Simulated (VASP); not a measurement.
# TiH2 (I4/mmm) in VASP: further runs

Runs on TiH2. Level: PBEsol. Tasks: single point, relaxation of cell and atoms.

Program: VASP 6.6.1. These are calculated values, not measurements. Logs are shortened: lines on timing, memory, paths and dates and some standing lists are left out, and cuts for length are marked.

## (1) The cell of the first run

Symmetry: I4/mmm, No. 139, tetragonal system. The conventional cell has a = 3.176 Å, b = 3.176 Å, c = 4.140 Å, α = 90.00°, β = 90.00°, γ = 90.00°. Ti (site symmetry 4/mmm) has 8 H at 1.90 Å within 2.5 Å. H (site symmetry -4m2) has 4 Ti at 1.90 Å and 6 H at 2.07 to 2.25 Å within 2.5 Å.

## (2) Single point, PBEsol

The input, INCAR:

```
PREC = Accurate
ENCUT = 520
EDIFF = 1E-7
ISMEAR = 0
SIGMA = 0.1
LREAL = F
LASPH = T
NELM = 100
ALGO = Normal
ISIF = 2
LWAVE = F
LCHARG = T
GGA = PS
LELF = T
LVHAR = T
NBANDS = 14
```

The input, KPOINTS:

```
Automatic mesh
0
Gamma
  18 18 18
```

The input, POSCAR:

```
TiH2
1.0
   -1.5881094518      1.5881094518      2.0697606227
    1.5881094518     -1.5881094518      2.0697606227
    1.5881094518      1.5881094518     -2.0697606227
Ti H
1 2
Direct
    0.0000000000      0.0000000000      0.0000000000
    0.2500000000      0.7500000000      0.5000000000
    0.7500000000      0.2500000000      0.5000000000
```

Potentials or basis: VASP PAW PBE potentials, release 64 (Ti_sv, H).

Run with:

```bash
> cat potpaw_PBE.64/Ti_sv/POTCAR potpaw_PBE.64/H/POTCAR > POTCAR
> mpirun -np 1 vasp_std > vasp.out
```

OUTCAR:

```text
PREC = Accurate
   ENCUT = 520
   EDIFF = 1E-7
   ISMEAR = 0
   LREAL = F
   LASPH = T
   NELM = 100
   ISIF = 2
   GGA = PS

 ion  position               nearest neighbor table
   1  0.000  0.000  0.000-   3 1.90   2 1.90   3 1.90   2 1.90   2 1.90   3 1.90   2 1.90   3 1.90

   2  0.250  0.750  0.500-   1 1.90   1 1.90   1 1.90   1 1.90
   3  0.750  0.250  0.500-   1 1.90   1 1.90   1 1.90   1 1.90

  LATTYP: Found a body centered tetragonal cell.
 ALAT       =     3.1762189036
 C/A-ratio  =     1.3032858789

  Lattice vectors:

 A1 = (  -1.5881094518,   1.5881094518,   2.0697606227)
 A2 = (   1.5881094518,  -1.5881094518,   2.0697606227)
 A3 = (   1.5881094518,   1.5881094518,  -2.0697606227)

Analysis of symmetry for initial positions (statically):
=====================================================================
 Subroutine PRICEL returns:
 Original cell was already a primitive cell.

 Routine SETGRP: Setting up the symmetry group for a
 body centered tetragonal supercell.

 Subroutine GETGRP returns: Found 16 space group operations
 (whereof 16 operations were pure point group operations)
 out of a pool of 16 trial point group operations.

The static configuration has the point symmetry D_4h.

Analysis of symmetry for dynamics (positions and initial velocities):
=====================================================================
 Subroutine PRICEL returns:
 Original cell was already a primitive cell.

 Routine SETGRP: Setting up the symmetry group for a
 body centered tetragonal supercell.

 Subroutine GETGRP returns: Found 16 space group operations
 (whereof 16 operations were pure point group operations)
 out of a pool of 16 trial point group operations.

The dynamic configuration has the point symmetry D_4h.

 Subroutine INISYM returns: Found 16 space group operations
 (whereof 16 operations are pure point group operations),
 and found     1 'primitive' translations

----------------------------------------------------------------------------------------

                                     Primitive cell

  volume of cell :      20.8805

  direct lattice vectors                    reciprocal lattice vectors
    -1.588109452  1.588109452  2.069760623     0.000000000  0.314839761  0.241573830
     1.588109452 -1.588109452  2.069760623     0.314839761  0.000000000  0.241573830
     1.588109452  1.588109452 -2.069760623     0.314839761  0.314839761  0.000000000

  length of vectors
     3.054192577  3.054192577  3.054192577     0.396840006  0.396840006  0.445250660

  position of ions in fractional coordinates (direct lattice)
     0.000000000  0.000000000  0.000000000
     0.250000000  0.750000000  0.500000000
     0.750000000  0.250000000  0.500000000

  ion indices of the primitive-cell ions
   primitive index   ion index
                 1           1
                 2           2
                 3           3

----------------------------------------------------------------------------------------

 KPOINTS: Automatic mesh

Automatic generation of k-mesh.
 Grid dimensions read from file:
 generate k-points for:   18   18   18

 Generating k-lattice:

  Cartesian coordinates                     Fractional coordinates (reciprocal lattice)
     0.000000000  0.017491098  0.013420768     0.055555556  0.000000000  0.000000000
     0.017491098  0.000000000  0.013420768     0.000000000  0.055555556  0.000000000
     0.017491098  0.017491098  0.000000000     0.000000000  0.000000000  0.055555556

  Length of vectors
     0.022046667  0.022046667  0.024736148

  Shift w.r.t. Gamma in fractional coordinates (k-lattice)
     0.000000000  0.000000000  0.000000000

 Subroutine IBZKPT returns following result:
 ===========================================

 Found    480 irreducible k-points:

 Following reciprocal coordinates:
            Coordinates               Weight
  0.000000  0.000000  0.000000      1.000000
  0.055556  0.000000 -0.000000      8.000000
  0.111111  0.000000 -0.000000      8.000000
  0.166667  0.000000  0.000000      8.000000
  0.222222  0.000000  0.000000      8.000000
  0.277778  0.000000  0.000000      8.000000
[... 16 lines left out ...]
 -0.277778  0.055556 -0.000000     16.000000
 -0.222222  0.055556  0.000000     16.000000
 [... further k-points ...]
   k-points           NKPTS =    480   k-points in BZ     NKDIM =    480   number of bands    NBANDS=     14
   number of dos      NEDOS =    301   number of ions     NIONS =      3
   total plane-waves  NPLWV =  13824
   dimension x,y,z NGX =    24 NGY =   24 NGZ =   24
   dimension x,y,z NGXF=    48 NGYF=   48 NGZF=   48
   ions per type =               1   2
   NGX,Y,Z   is equivalent  to a cutoff of  13.06, 13.06, 13.06 a.u.
   NGXF,Y,Z  is equivalent  to a cutoff of  26.13, 26.13, 26.13 a.u.
 SYSTEM =  unknown system
   PREC   = accura    normal or accurate (medium, high low for compatibility)
   ISTART =      0    job   : 0-new  1-cont  2-samecut
   ICHARG =      2    charge: 1-file 2-atom 10-const
   ISPIN  =      1    spin polarized calculation?
   LNONCOLLINEAR =      F non collinear calculations
   LSORBIT =      F    spin-orbit coupling
   LASPH  =      T    aspherical Exc in radial PAW
   ENCUT  =  520.0 eV  38.22 Ry    6.18 a.u.   5.68  5.68  5.68*2*pi/ulx,y,z
   NELM   =    100;   NELMIN=  2; NELMDL= -5     # of ELM steps
   EDIFF  = 0.1E-06   stopping-criterion for ELM
   LREAL  =      F    real-space projection
   EDIFFG = 0.1E-05   stopping-criterion for IOM
   NSW    =      0    number of steps for IOM
   IBRION =     -1    ionic relax: 0-MD 1-quasi-New 2-CG
   NFREE  =      0    steps in history (QN), initial steepest desc. (CG)
   ISIF   =      2    stress and relaxation
   ISYM   =      2    0-nonsym 1-usesym 2-fastsym
   POTIM  = 0.5000    time-step for ionic-motion
   TEBEG  =    0.0;   TEEND  =   0.0 temperature during run
   PSTRESS=    0.0 pullay stress
   NELECT =      14.0000    total number of electrons
   NUPDOWN=      -1.0000    fix difference up-down
   EMIN   =  10.00;   EMAX   =-10.00  energy-range for DOS
   EFERMI =   0.00;   METHOD = LEGACY
   ISMEAR =     0;   SIGMA  =   0.10  broadening in eV -4-tet -1-fermi 0-gaus
   EFERMI_NEDOS =   21; number of points for ismear=-14 and -15
   IALGO  =     38    algorithm
   IMIX   =      4    mixing-type and parameters
     AMIX     =   0.40;   BMIX     =  1.00
     AMIX_MAG =   1.60;   BMIX_MAG =  1.00
  volume/ion in A,a.u.               =       6.96        46.97
  Fermi-wavevector in a.u.,A,eV,Ry     =   1.432860  2.707713 27.933967  2.053089
  Thomas-Fermi vector in A             =   2.552442
   LORBIT       =      0    0 simple, 1 ext, 2 COOP (PROOUT), +10 PAW based schemes
   GGA     = PS    functional components
   LHFCALC =     F    Hartree Fock is set to
   AEXX    =    0.0000 exact exchange contribution
   IVDW    =     0    specifies the selected vdW correction
   LEPSILON=     F    determine dielectric tensor
   LRPA    =     F    only Hartree local field effects (RPA)
 non-spin polarized calculation
 Gauss-broadening in eV      SIGMA  =   0.10
  energy-cutoff  :      520.00
  volume of cell :       20.88
 maximum number of plane-waves:       588
   NGX = 11   NGY = 11   NGZ = 11

 number of electron      13.9999998 magnetization

 Free energy of the ion-electron system (eV)
  ---------------------------------------------------
  ext. energy  EPLUGINS =         0.00000000
  ---------------------------------------------------
  free energy    TOTEN  =       -16.64400249 eV

  energy without entropy =      -16.63886456  energy(sigma->0) =      -16.64143352

 E-fermi :   8.0059     XC(G=0): -11.8879

 val. band max:        8.0043199119   @ k =   0.1111   0.0556  -0.0000
 cond. band min:       8.0103218953   @ k =   0.0000   0.0000   0.0000
 fundamental gap:      0.0060019835
 Fermi energy:         8.0059268288

 k-point     1 :       0.0000    0.0000    0.0000
  band No.  band energies     occupation
      1     -48.9279      2.00000
      2     -25.0910      2.00000
      3     -25.0910      2.00000
      4     -25.0629      2.00000
      5      -2.6806      2.00000
      6       7.6123      2.00000
      7       7.6123      2.00000
      8       8.0103      0.95044
      9       8.8310      0.00000
     10       9.2638      0.00000
     11       9.8488      0.00000
     12      22.6385      0.00000
     13      23.6614      0.00000
     14      23.6614      0.00000

 k-point     2 :       0.0556    0.0000   -0.0000
  band No.  band energies     occupation
      1     -48.9258      2.00000
      2     -25.1015      2.00000
      3     -25.0934      2.00000
      4     -25.0678      2.00000
      5      -2.6007      2.00000
      6       7.0851      2.00000
      7       7.6438      2.00000
      8       7.9152      1.80063
      9       9.2493      0.00000
     10       9.5416      0.00000
     11       9.8222      0.00000
     12      21.7837      0.00000
     13      23.7081      0.00000
     14      24.0737      0.00000

 k-point     3 :       0.1111    0.0000   -0.0000
  band No.  band energies     occupation
      1     -48.9198      2.00000
      2     -25.1388      2.00000
      3     -25.1003      2.00000
      4     -25.0748      2.00000
      5      -2.3660      2.00000
      6       6.1880      2.00000
      7       7.7242      1.99993
      8       7.9921      1.15502
      9       9.2237      0.00000
     10       9.7521      0.00000
     11      10.6068      0.00000
     12      20.5239      0.00000
     13      23.8259      0.00000
     14      23.9131      0.00000
[... 324 lines left out ...]
 k-point    23 :      -0.2778    0.0556   -0.0000
  band No.  band energies     occupation
      1     -48.8905      2.00000
      2     -25.3281      2.00000
      3     -25.1345      2.00000
      4     -25.0983      2.00000
      5      -1.1004      2.00000
      6       4.1530      2.00000
      7       7.8281      1.98809
      8       8.3037      0.00003
      9       9.3300      0.00000
     10       9.8216      0.00000
     11      13.0893      0.00000
     12      17.5002      0.00000
     13      20.9944      0.00000
     14      22.8700      0.00000

 k-point    24 :      -0.2222    0.0556    0.0000
  band No.  band energies     occupation
      1     -48.9023      2.00000
      2     -25.2517      2.00000
      3     -25.1204      2.00000
      4     -25.0909      2.00000
      5      -1.6329      2.00000
      6       4.7799      2.00000
      7       7.8828      1.91845
      8       8.2492      0.00058
      9       9.1298      0.00000
     10       9.7486      0.00000
     11      12.3604      0.00000
     12      18.5444      0.00000
     13      21.7948      0.00000
     14      23.2646      0.00000

 [... further k-points ...]
[... 5 lines left out ...]
  --------------------------------------------------------------------------------------
  -------------------------------------------------------------------------------------
  Total        0.0024865      0.0024865      0.0003564      0.0000000     -0.0000000      0.0000000
  in kB        0.1907902      0.1907902      0.0273476      0.0000000     -0.0000000      0.0000000
  external PRESSURE =       0.1363094 kB  Pullay stress =       0.0000000 kB

 VOLUME and BASIS-vectors are now :
 -----------------------------------------------------------------------------
  energy-cutoff  :      520.00
  volume of cell :       20.88
      direct lattice vectors                 reciprocal lattice vectors
    -1.588109452  1.588109452  2.069760623     0.000000000  0.314839761  0.241573830
     1.588109452 -1.588109452  2.069760623     0.314839761  0.000000000  0.241573830
     1.588109452  1.588109452 -2.069760623     0.314839761  0.314839761  0.000000000

 POSITION                                       TOTAL-FORCE (eV/Angst)
 -----------------------------------------------------------------------------------
      0.00000      0.00000      0.00000        -0.000000      0.000000     -0.000000
      1.58811      0.00000      1.03488        -0.000000     -0.000000      0.000000
      0.00000      1.58811      1.03488         0.000000      0.000000     -0.000000
 -----------------------------------------------------------------------------------
    total drift:                                0.000000      0.000000      0.000000

  FREE ENERGIE OF THE ION-ELECTRON SYSTEM (eV)
  ---------------------------------------------------
  free  energy   TOTEN  =       -16.6440024853 eV

  energy  without entropy=      -16.6388645623  energy(sigma->0) =      -16.64143352
```

It took 80 s on 1 thread of Intel Xeon Platinum 8259CL at 2.50GHz (Skylake/Cascade Lake), shared host; peak memory 0.26 GiB.

Results:

```
Free energy            : -16.6440 eV
Pressure               : 0.0 GPa
Band gap on the k mesh : zero (band 7 reaches 8.36 eV, above the bottom of band 8 at 7.66 eV)
```

Caveat: the PAW data sets were made with another functional, which shifts forces and pressure a little.

## (3) Relaxation of cell and atoms, PBEsol

This run uses another cell than the first one, of 7.12 Å³/atom, 1.023 times its volume.

The input, INCAR:

```
SYSTEM = TiH2
ALGO = Normal ; EDIFF = 1E-6
EDIFFG = -0.005 ; ENCUT = 600
GGA = PS ; IBRION = 2
ISIF = 3 ; ISMEAR = 0
LASPH = .True. ; LCHARG = .False.
LREAL = .False. ; LWAVE = .False.
NELM = 100 ; NSW = 100
PREC = Accurate ; SIGMA = 0.1
```

The input, KPOINTS:

```
k-points
0
Gamma
  18 18 18
  0 0 0
```

The input, POSCAR:

```
TiH2
1.0
   -1.6009650770      1.6009650770      2.0839143240
    1.6009650770     -1.6009650770      2.0839143240
    1.6009650770      1.6009650770     -2.0839143240
Ti H
1 2
Direct
    0.0000000000      0.0000000000      0.0000000000
    0.2500000000      0.7500000000      0.5000000000
    0.7500000000      0.2500000000      0.5000000000
```

Potentials or basis: VASP PAW PBE potentials, release 64 (Ti_sv, H).

Run with:

```bash
> cat potpaw_PBE.64/Ti_sv/POTCAR potpaw_PBE.64/H/POTCAR > POTCAR
> mpirun -np 1 vasp_std > vasp.out
```

OUTCAR:

```text
SYSTEM = TiH2
   EDIFF = 1E-6
   EDIFFG = -0.005
   ENCUT = 600
   GGA = PS
   IBRION = 2
   ISIF = 3
   ISMEAR = 0
   LASPH = .True.
   LREAL = .False.
   NELM = 100
   NSW = 100
   PREC = Accurate

 ion  position               nearest neighbor table
   1  0.000  0.000  0.000-
   2  0.250  0.750  0.500-
   3  0.750  0.250  0.500-

  LATTYP: Found a body centered tetragonal cell.
 ALAT       =     3.2019301540
 C/A-ratio  =     1.3016613254

  Lattice vectors:

 A1 = (  -1.6009650770,   1.6009650770,   2.0839143240)
 A2 = (   1.6009650770,  -1.6009650770,   2.0839143240)
 A3 = (   1.6009650770,   1.6009650770,  -2.0839143240)

Analysis of symmetry for initial positions (statically):
[... 259 lines left out ...]
  energy without entropy =      -16.64050714  energy(sigma->0) =      -16.64307267

 E-fermi :   7.9992     XC(G=0): -11.8847

 val. band max:        7.9978168778   @ k =   0.1111   0.0556   0.0000
 cond. band min:       8.0045160255   @ k =   0.0000   0.0000   0.0000
 fundamental gap:      0.0066991477
 Fermi energy:         7.9992069566

 k-point     1 :       0.0000    0.0000    0.0000
  band No.  band energies     occupation
      1     -48.9354      2.00000
      2     -25.0995      2.00000
      3     -25.0995      2.00000
      4     -25.0714      2.00000
      5      -2.6831      2.00000
      6       7.6057      2.00000
      7       7.6057      2.00000
      8       8.0045      0.94015
      9       8.8242      0.00000
     10       9.2550      0.00000
     11       9.8409      0.00000
[... 309 lines left out ...]
 k-point    24 :      -0.2222    0.0556    0.0000
  band No.  band energies     occupation
      1     -48.9098      2.00000
      2     -25.2598      2.00000
      3     -25.1289      2.00000
      4     -25.0994      2.00000
      5      -1.6363      2.00000
      6       4.7750      2.00000
      7       7.8757      1.91935
      8       8.2428      0.00057
      9       9.1216      0.00000
     10       9.7404      0.00000
     11      12.3504      0.00000

 [... further k-points ...]
[... 5 lines left out ...]
  --------------------------------------------------------------------------------------
  -------------------------------------------------------------------------------------
  Total       -0.0028547     -0.0028547     -0.0006980      0.0000000      0.0000000      0.0000000
  in kB       -0.2188995     -0.2188995     -0.0535268      0.0000000      0.0000000      0.0000000
  external PRESSURE =      -0.1637753 kB  Pullay stress =       0.0000000 kB
[... 18 lines left out ...]
  FREE ENERGIE OF THE ION-ELECTRON SYSTEM (eV)
  ---------------------------------------------------
  free  energy   TOTEN  =       -16.6456382019 eV

  energy  without entropy=      -16.6405071392  energy(sigma->0) =      -16.64307267

 reached required accuracy - stopping structural energy minimisation
```

CONTCAR:

```text
TiH2
   1.00000000000000
    -1.5885782829359241    1.5885782829359241    2.0698722534825218
     1.5885782829359241   -1.5885782829359241    2.0698722534825218
     1.5885782829359241    1.5885782829359241   -2.0698722534825218
  Ti              H
     1     2
Direct
     0.0000000000000000    0.0000000000000000    0.0000000000000000
     0.2500000000000000    0.7500000000000000    0.5000000000000000
     0.7500000000000000    0.2500000000000000    0.5000000000000000

  0.00000000E+00  0.00000000E+00  0.00000000E+00
  0.00000000E+00  0.00000000E+00  0.00000000E+00
  0.00000000E+00  0.00000000E+00  0.00000000E+00
```

It took 6.6 min on 1 thread of Intel Xeon Platinum 8259CL at 2.50GHz (Skylake/Cascade Lake), shared host; peak memory 0.3 GiB.

Results:

| Property | Result |
| --- | --- |
| Free energy | -16.6456 eV |
| Relaxed volume | 6.96 Å³/atom |
| Relaxed cell | a = 3.055 Å, b = 3.055 Å, c = 3.055 Å, α = 117.33°, β = 117.33°, γ = 94.69° |
| Space group after relaxing (to 0.05 Å) | I4/mmm (No. 139) |
| Energy gained by relaxing | 1.6 meV/atom |
| Ionic steps | 3 |
| Pressure after relaxing | 0.0 GPa |
| Band gap on the k mesh | zero (band 7 reaches 8.36 eV, above the bottom of band 8 at 7.65 eV) |

The path:
```
step  energy change (eV)  largest force (eV/Å)  pressure (GPa)  volume (Å³)
   1              0.0000                0.0000           -3.26        21.37
   2             -0.0049                0.0000           -0.19        20.92
   3             -0.0049                0.0000           -0.02        20.89
```

Final structure:
```cif
data_structure
_symmetry_space_group_name_H-M 'P 1'
_symmetry_Int_Tables_number 1
_cell_length_a 3.0548
_cell_length_b 3.0548
_cell_length_c 3.0548
_cell_angle_alpha 117.331
_cell_angle_beta 117.331
_cell_angle_gamma 94.689
_cell_volume 20.89
loop_
_atom_site_label
_atom_site_type_symbol
_atom_site_fract_x
_atom_site_fract_y
_atom_site_fract_z
_atom_site_occupancy
Ti1 Ti 0.00000 0.00000 0.00000 1
H1 H 0.25000 0.75000 0.50000 1
H2 H 0.75000 0.25000 0.50000 1
```

Levels at points of the mesh, in eV from the Fermi level:
| k point | band 4 | band 5 | band 6 | band 7 | band 8 | band 9 | band 10 | band 11 |
| --- | --- | --- | --- | --- | --- | --- | --- | --- |
| (0.00, 0.00, 0.00) | -33.07 | -10.68 | -0.39 | -0.39 | 0.01 | 0.82 | 1.26 | 1.84 |
| (0.50, 0.00, 0.00) | -33.12 | -7.40 | -5.11 | -0.48 | 0.18 | 2.26 | 2.57 | 5.06 |
| (0.50, 0.50, 0.00) | -33.20 | -5.75 | -5.52 | -3.18 | 2.29 | 2.49 | 2.75 | 7.04 |
| (0.50, 0.50, 0.50) | -33.29 | -6.52 | -4.35 | -3.08 | 2.52 | 2.57 | 2.57 | 7.07 |

Caveat: the PAW data sets were made with another functional, which shifts forces and pressure a little.

(Part 1 of 2 ends here.)
